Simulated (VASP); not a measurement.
# TiO2 (I4_1/amd) in VASP: further runs

TiO2 is run at these levels: r2SCAN; tasks: single point.

Program: VASP 6.6.1. These are calculated values, not measurements. Logs are shortened: lines on timing, memory, paths and dates and some standing lists are left out, and cuts for length are marked.

**1. The cell of the first run**

The structure is tetragonal, space group I4_1/amd (No. 141). The conventional cell has a = 3.815 Å, b = 3.815 Å, c = 9.678 Å, α = 90.00°, β = 90.00°, γ = 90.00°. Within 2.6 Å of Ti (site symmetry -4m2) lie 6 O at 1.95 to 2.01 Å. O (site symmetry 2mm) has 3 Ti at 1.95 to 2.01 Å and 2 O at 2.49 Å within 2.6 Å.

**2. Single point, r2SCAN (11.74 Å³/atom)**

POSCAR

```
TiO2
1.0
   -1.9076019946      1.9076019946      4.8391612670
    1.9076019946     -1.9076019946      4.8391612670
    1.9076019946      1.9076019946     -4.8391612670
Ti O
2 4
Direct
    0.7500000000      0.2500000000      0.5000000000
    0.0000000000      0.0000000000      0.0000000000
    0.5427139634      0.0427139634      0.5000000000
    0.7927139634      0.7927139634      0.0000000000
    0.2072860366      0.2072860366      0.0000000000
    0.9572860366      0.4572860366      0.5000000000
```

INCAR.step1

```
PREC     = Accurate       # precision mode
ENCUT    = 520            # plane-wave cutoff, eV
ISMEAR   = 0              # smearing method
SIGMA    = 0.01           # smearing width, eV
LREAL    = False          # projectors in reciprocal space
LASPH    = True           # aspherical terms in the spheres
NELM     = 60             # most SCF steps
NBANDS   = 33             # bands
GGA      = PE             # functional
ALGO     = Normal         # electronic algorithm
EDIFF    = 1E-4           # SCF threshold, eV
LWAVE    = True           # write WAVECAR
LCHARG   = False          # write CHGCAR
```

INCAR.step2

```
PREC     = Accurate       # precision mode
ENCUT    = 520            # plane-wave cutoff, eV
EDIFF    = 1E-7           # SCF threshold, eV
ISMEAR   = 0              # smearing method
SIGMA    = 0.01           # smearing width, eV
LREAL    = False          # projectors in reciprocal space
LASPH    = True           # aspherical terms in the spheres
NELM     = 60             # most SCF steps
ALGO     = Normal         # electronic algorithm
ISIF     = 2              # what is computed and relaxed
LWAVE    = False          # write WAVECAR
LCHARG   = False          # write CHGCAR
METAGGA  = R2SCAN         # meta-GGA
LMIXTAU  = True         
NBANDS   = 33             # bands
ISTART   = 1
```

KPOINTS

```
regular mesh
0
Gamma
  8 8 8
```

Potentials or basis: VASP PAW PBE potentials, release 64 (Ti_sv, O).

On the command line:

```bash
cat potpaw_PBE.64/Ti_sv/POTCAR potpaw_PBE.64/O/POTCAR > POTCAR
cp INCAR.step1 INCAR
mpirun -np 1 vasp_std > vasp.out
cp INCAR.step2 INCAR
mpirun -np 1 vasp_std > vasp.out
```

OUTCAR:

```text
PREC = Accurate
   ENCUT = 520
   EDIFF = 1E-7
   ISMEAR = 0
   LREAL = False
   LASPH = True
   NELM = 60
   ISIF = 2
   METAGGA = R2SCAN
   ISTART = 1

 ion  position               nearest neighbor table
   1  0.750  0.250  0.500-   4 1.95   5 1.95   4 1.95   5 1.95   3 2.01   6 2.01
   2  0.000  0.000  0.000-   3 1.95   6 1.95   3 1.95   6 1.95   5 2.01   4 2.01
   3  0.543  0.043  0.500-   2 1.95   2 1.95   1 2.01
   4  0.793  0.793  0.000-   1 1.95   1 1.95   2 2.01
   5  0.207  0.207  0.000-   1 1.95   1 1.95   2 2.01
   6  0.957  0.457  0.500-   2 1.95   2 1.95   1 2.01

  LATTYP: Found a body centered tetragonal cell.
 ALAT       =     3.8152039892
 C/A-ratio  =     2.5367772107

  Lattice vectors:

 A1 = (  -1.9076019946,   1.9076019946,   4.8391612670)
 A2 = (   1.9076019946,  -1.9076019946,   4.8391612670)
 A3 = (   1.9076019946,   1.9076019946,  -4.8391612670)

Analysis of symmetry for initial positions (statically):
=====================================================================
 Subroutine PRICEL returns:
 Original cell was already a primitive cell.

 Routine SETGRP: Setting up the symmetry group for a
 body centered tetragonal supercell.

 Subroutine GETGRP returns: Found 16 space group operations
 (whereof  8 operations were pure point group operations)
 out of a pool of 16 trial point group operations.

The static configuration has the point symmetry D_2d.
 The point group associated with its full space group is D_4h.

Analysis of symmetry for dynamics (positions and initial velocities):
=====================================================================
 Subroutine PRICEL returns:
 Original cell was already a primitive cell.

 Routine SETGRP: Setting up the symmetry group for a
 body centered tetragonal supercell.

 Subroutine GETGRP returns: Found 16 space group operations
 (whereof  8 operations were pure point group operations)
 out of a pool of 16 trial point group operations.

The dynamic configuration has the point symmetry D_2d.
 The point group associated with its full space group is D_4h.

 Subroutine INISYM returns: Found 16 space group operations
 (whereof  8 operations are pure point group operations),
 and found     1 'primitive' translations

----------------------------------------------------------------------------------------

                                     Primitive cell

  volume of cell :      70.4378

  direct lattice vectors                    reciprocal lattice vectors
    -1.907601995  1.907601995  4.839161267     0.000000000  0.262109183  0.103323690
     1.907601995 -1.907601995  4.839161267     0.262109183  0.000000000  0.103323690
     1.907601995  1.907601995 -4.839161267     0.262109183  0.262109183  0.000000000

  length of vectors
     5.540340469  5.540340469  5.540340469     0.281739257  0.281739257  0.370678361

  position of ions in fractional coordinates (direct lattice)
     0.750000000  0.250000000  0.500000000
     0.000000000  0.000000000  0.000000000
     0.542713963  0.042713963  0.500000000
     0.792713963  0.792713963  0.000000000
     0.207286037  0.207286037  0.000000000
     0.957286037  0.457286037  0.500000000

  ion indices of the primitive-cell ions
   primitive index   ion index
                 1           1
                 2           2
                 3           3
                 4           4
                 5           5
                 6           6

----------------------------------------------------------------------------------------

 KPOINTS: regular mesh

Automatic generation of k-mesh.
 Grid dimensions read from file:
 generate k-points for:    8    8    8

 Generating k-lattice:

  Cartesian coordinates                     Fractional coordinates (reciprocal lattice)
     0.000000000  0.032763648  0.012915461     0.125000000  0.000000000 -0.000000000
     0.032763648  0.000000000  0.012915461     0.000000000  0.125000000 -0.000000000
     0.032763648  0.032763648  0.000000000     0.000000000  0.000000000  0.125000000

  Length of vectors
     0.035217407  0.035217407  0.046334795

  Shift w.r.t. Gamma in fractional coordinates (k-lattice)
     0.000000000  0.000000000  0.000000000

 Subroutine IBZKPT returns following result:
 ===========================================

 Found     59 irreducible k-points:

 Following reciprocal coordinates:
            Coordinates               Weight
  0.000000  0.000000  0.000000      1.000000
  0.125000  0.000000 -0.000000      8.000000
  0.250000  0.000000 -0.000000      8.000000
  0.375000  0.000000  0.000000      8.000000
  0.500000  0.000000 -0.000000      4.000000
  0.125000  0.125000 -0.000000      8.000000
[... 16 lines left out ...]
  0.250000  0.125000  0.125000     16.000000
  0.375000  0.125000  0.125000      8.000000
 [... further k-points ...]
   k-points           NKPTS =     59   k-points in BZ     NKDIM =     59   number of bands    NBANDS=     33
   number of dos      NEDOS =    301   number of ions     NIONS =      6
   total plane-waves  NPLWV =  74088
   dimension x,y,z NGX =    42 NGY =   42 NGZ =   42
   dimension x,y,z NGXF=    84 NGYF=   84 NGZF=   84
   ions per type =               2   4
   NGX,Y,Z   is equivalent  to a cutoff of  12.60, 12.60, 12.60 a.u.
   NGXF,Y,Z  is equivalent  to a cutoff of  25.21, 25.21, 25.21 a.u.
 SYSTEM =  unknown system
   PREC   = accura    normal or accurate (medium, high low for compatibility)
   ISTART =      1    job   : 0-new  1-cont  2-samecut
   ICHARG =      0    charge: 1-file 2-atom 10-const
   ISPIN  =      1    spin polarized calculation?
   LNONCOLLINEAR =      F non collinear calculations
   LSORBIT =      F    spin-orbit coupling
   LASPH  =      T    aspherical Exc in radial PAW
   ENCUT  =  520.0 eV  38.22 Ry    6.18 a.u.  10.30 10.30 10.30*2*pi/ulx,y,z
   NELM   =     60;   NELMIN=  2; NELMDL=  0     # of ELM steps
   EDIFF  = 0.1E-06   stopping-criterion for ELM
   LREAL  =      F    real-space projection
   EDIFFG = 0.1E-05   stopping-criterion for IOM
   NSW    =      0    number of steps for IOM
   IBRION =     -1    ionic relax: 0-MD 1-quasi-New 2-CG
   NFREE  =      0    steps in history (QN), initial steepest desc. (CG)
   ISIF   =      2    stress and relaxation
   ISYM   =      2    0-nonsym 1-usesym 2-fastsym
   POTIM  = 0.5000    time-step for ionic-motion
   TEBEG  =    0.0;   TEEND  =   0.0 temperature during run
   PSTRESS=    0.0 pullay stress
   NELECT =      48.0000    total number of electrons
   NUPDOWN=      -1.0000    fix difference up-down
   EMIN   =  10.00;   EMAX   =-10.00  energy-range for DOS
   EFERMI =   0.00;   METHOD = LEGACY
   ISMEAR =     0;   SIGMA  =   0.01  broadening in eV -4-tet -1-fermi 0-gaus
   EFERMI_NEDOS =   21; number of points for ismear=-14 and -15
   IALGO  =     38    algorithm
   IMIX   =      4    mixing-type and parameters
     AMIX     =   0.40;   BMIX     =  1.00
     AMIX_MAG =   1.60;   BMIX_MAG =  1.00
  volume/ion in A,a.u.               =      11.74        79.22
  Fermi-wavevector in a.u.,A,eV,Ry     =   1.440633  2.722402 28.237852  2.075424
  Thomas-Fermi vector in A             =   2.559355
   LORBIT       =      0    0 simple, 1 ext, 2 COOP (PROOUT), +10 PAW based schemes
   METAGGA = R2SCAN    functional components
   LHFCALC =     F    Hartree Fock is set to
   AEXX    =    0.0000 exact exchange contribution
   IVDW    =     0    specifies the selected vdW correction
   LEPSILON=     F    determine dielectric tensor
   LRPA    =     F    only Hartree local field effects (RPA)
 non-spin polarized calculation
 Gauss-broadening in eV      SIGMA  =   0.01
  energy-cutoff  :      520.00
  volume of cell :       70.44
 maximum number of plane-waves:      1910
 NGX is ok and might be reduce to    42
   NGX = 21   NGY = 21   NGZ = 21

 number of electron      47.9999998 magnetization

 Free energy of the ion-electron system (eV)
  ---------------------------------------------------
  ext. energy  EPLUGINS =         0.00000000
  ---------------------------------------------------
  free energy    TOTEN  =       -69.83495157 eV

  energy without entropy =      -69.83495157  energy(sigma->0) =      -69.83495157

 E-fermi :   2.8006     XC(G=0): -11.2838

 val. band max:        2.7205091473   @ k =  -0.3750   0.3750   0.0000
 cond. band min:       5.2295174194   @ k =   0.0000   0.0000   0.0000
 fundamental gap:      2.5090082720
 Fermi energy:         2.8005501711

 k-point     1 :       0.0000    0.0000    0.0000
  band No.  band energies     occupation
      1     -55.9643      2.00000
      2     -55.9131      2.00000
      3     -31.3366      2.00000
      4     -31.1147      2.00000
      5     -31.1147      2.00000
      6     -31.0533      2.00000
[... 25 lines left out ...]
     32       8.0854      0.00000
     33       8.1688      0.00000

 k-point     2 :       0.1250    0.0000   -0.0000
  band No.  band energies     occupation
      1     -55.9625      2.00000
      2     -55.9143      2.00000
      3     -31.3329      2.00000
      4     -31.1339      2.00000
      5     -31.1159      2.00000
      6     -31.0612      2.00000
[... 25 lines left out ...]
     32       8.3123      0.00000
     33       8.5939      0.00000

 k-point     3 :       0.2500    0.0000   -0.0000
  band No.  band energies     occupation
      1     -55.9578      2.00000
      2     -55.9174      2.00000
      3     -31.3243      2.00000
      4     -31.1775      2.00000
      5     -31.1185      2.00000
      6     -31.0776      2.00000
[... 25 lines left out ...]
     32       8.6935      0.00000
     33       9.0834      0.00000

 k-point     4 :       0.3750    0.0000    0.0000
  band No.  band energies     occupation
      1     -55.9522      2.00000
      2     -55.9216      2.00000
      3     -31.3156      2.00000
      4     -31.2209      2.00000
      5     -31.1208      2.00000
      6     -31.0887      2.00000
[... 673 lines left out ...]
     32       9.4694      0.00000
     33       9.8530      0.00000

 k-point    23 :       0.2500    0.1250    0.1250
  band No.  band energies     occupation
      1     -55.9476      2.00000
      2     -55.9240      2.00000
      3     -31.3158      2.00000
      4     -31.2401      2.00000
      5     -31.1564      2.00000
      6     -31.1191      2.00000
[... 25 lines left out ...]
     32       9.5229      0.00000
     33      10.0110      0.00000

 k-point    24 :       0.3750    0.1250    0.1250
  band No.  band energies     occupation
      1     -55.9446      2.00000
      2     -55.9265      2.00000
      3     -31.3111      2.00000
      4     -31.2579      2.00000
      5     -31.1581      2.00000
      6     -31.1252      2.00000
[... 25 lines left out ...]
     32       9.5015      0.00000
     33      10.0982      0.00000

 [... further k-points ...]

------------------------ aborting loop because EDIFF is reached ----------------------------------------

  FORCE on cell =-STRESS in cart. coord.  units (eV):
  Direction    XX          YY          ZZ          XY          YZ          ZX
  --------------------------------------------------------------------------------------
  -------------------------------------------------------------------------------------
  Total       -2.2105345     -2.2105345     -2.4391071      0.0000000      0.0000000      0.0000000
  in kB      -50.2808098    -50.2808098    -55.4799209      0.0000000      0.0000000      0.0000000
  external PRESSURE =     -52.0138468 kB  Pullay stress =       0.0000000 kB

 VOLUME and BASIS-vectors are now :
 -----------------------------------------------------------------------------
  energy-cutoff  :      520.00
  volume of cell :       70.44
      direct lattice vectors                 reciprocal lattice vectors
    -1.907601995  1.907601995  4.839161267     0.000000000  0.262109183  0.103323690
     1.907601995 -1.907601995  4.839161267     0.262109183  0.000000000  0.103323690
     1.907601995  1.907601995 -4.839161267     0.262109183  0.262109183  0.000000000

 POSITION                                       TOTAL-FORCE (eV/Angst)
 -----------------------------------------------------------------------------------
      0.00000      1.90760      2.41958        -0.000000     -0.000000     -0.000000
      0.00000      0.00000      0.00000        -0.000000     -0.000000     -0.000000
      0.00000      1.90760      0.41340         0.000000     -0.000000      0.142136
      0.00000      0.00000      7.67214        -0.000000      0.000000      0.142136
      0.00000      0.00000      2.00618        -0.000000      0.000000     -0.142136
      0.00000      1.90760      4.42576         0.000000     -0.000000     -0.142136
 -----------------------------------------------------------------------------------
    total drift:                               -0.000000     -0.000000     -0.000000

  FREE ENERGIE OF THE ION-ELECTRON SYSTEM (eV)
  ---------------------------------------------------
  free  energy   TOTEN  =       -69.8349515687 eV

  energy  without entropy=      -69.8349515687  energy(sigma->0) =      -69.83495157
```

Run time: 37 min. Hardware: 1 thread of Intel Xeon 8259CL, shared host; peak memory 0.35 GiB.

Results:

```
Free energy            : -69.8350 eV
Pressure               : -5.2 GPa
Largest force          : 0.142 eV/Å
Band gap on the k mesh : 2.51 eV (least direct gap 2.81 eV)
```

Forces in eV/Å, atoms in the order of the input:
```
Ti   0.000  0.000  0.000
Ti   0.000  0.000  0.000
O    0.000  0.000  0.142
O    0.000  0.000  0.142
O    0.000  0.000 -0.142
O    0.000  0.000 -0.142
```

Stress tensor (GPa, compression positive):
```
-5.03  0.00  0.00
 0.00 -5.03  0.00
 0.00  0.00 -5.55
```

Caveat: the cell stands under tension; the PAW data sets were made with another functional, which shifts forces and pressure a little.

**3. Single point, r2SCAN (12.08 Å³/atom)**

This run uses another cell than the first one, of 12.08 Å³/atom.

Changes to POSCAR since step 2:

```diff
@@ -2,5 +2,5 @@
 1.0
-   -1.9076019946      1.9076019946      4.8391612670
-    1.9076019946     -1.9076019946      4.8391612670
-    1.9076019946      1.9076019946     -4.8391612670
+   -1.9259454467      1.9259454467      4.8856945184
+    1.9259454467     -1.9259454467      4.8856945184
+    1.9259454467      1.9259454467     -4.8856945184
 Ti O
```

INCAR.step1

```
PREC = Accurate ; ENCUT = 520
ISMEAR = 0 ; SIGMA = 0.01
LREAL = F ; LASPH = T
NELM = 80 ; NBANDS = 33
GGA = PE ; ALGO = Normal
EDIFF = 1E-4 ; LWAVE = T
LCHARG = F
```

INCAR.step2

```
PREC = Accurate ; ENCUT = 520
EDIFF = 1E-7 ; ISMEAR = 0
SIGMA = 0.01 ; LREAL = F
LASPH = T ; NELM = 80
ALGO = Normal ; ISIF = 2
LWAVE = F ; LCHARG = T
METAGGA = R2SCAN ; LMIXTAU = T
LELF = T ; LVHAR = T
NBANDS = 33 ; ISTART = 1
```

KPOINTS is that of step 2.

Potentials or basis: VASP PAW PBE potentials, release 64 (Ti_sv, O).

On the command line:

```bash
cat potpaw_PBE.64/Ti_sv/POTCAR potpaw_PBE.64/O/POTCAR > POTCAR
cp INCAR.step1 INCAR
mpirun -np 1 vasp_std > vasp.out
cp INCAR.step2 INCAR
mpirun -np 1 vasp_std > vasp.out
```

Run time: 38 min. Hardware: 1 thread of Intel Xeon 8259CL, shared host; peak memory 0.36 GiB.

It converged, with:

```
Free energy            : -69.7354 eV
Pressure               : -10.7 GPa
Largest force          : 0.293 eV/Å
Band gap on the k mesh : 2.43 eV (least direct gap 2.73 eV)
```

Forces on the atoms (eV/Å):
```
Ti   0.000  0.000  0.000
Ti   0.000  0.000  0.000
O    0.000  0.000  0.293
O    0.000  0.000  0.293
O    0.000  0.000 -0.293
O    0.000  0.000 -0.293
```

Stress tensor (GPa, compression positive):
```
-10.45   0.00   0.00
  0.00 -10.45   0.00
  0.00   0.00 -11.22
```

Levels at points of the mesh, in eV from the valence-band top:
| k point | band 22 | band 23 | band 24 | band 25 | band 26 | band 27 |
| --- | --- | --- | --- | --- | --- | --- |
| (0.00, 0.00, 0.00) | -0.79 | -0.39 | -0.39 | 2.43 | 3.07 | 4.14 |
| (0.50, 0.00, 0.00) | -0.92 | -0.84 | -0.65 | 3.44 | 3.68 | 3.73 |
| (0.50, 0.50, 0.00) | -1.95 | -0.01 | -0.01 | 3.48 | 3.48 | 3.91 |
| (0.50, 0.50, 0.50) | -1.27 | -0.11 | -0.11 | 2.74 | 2.74 | 3.92 |

Caveat: the cell stands under tension; the PAW data sets were made with another functional, which shifts forces and pressure a little. A k mesh can miss the band edges.
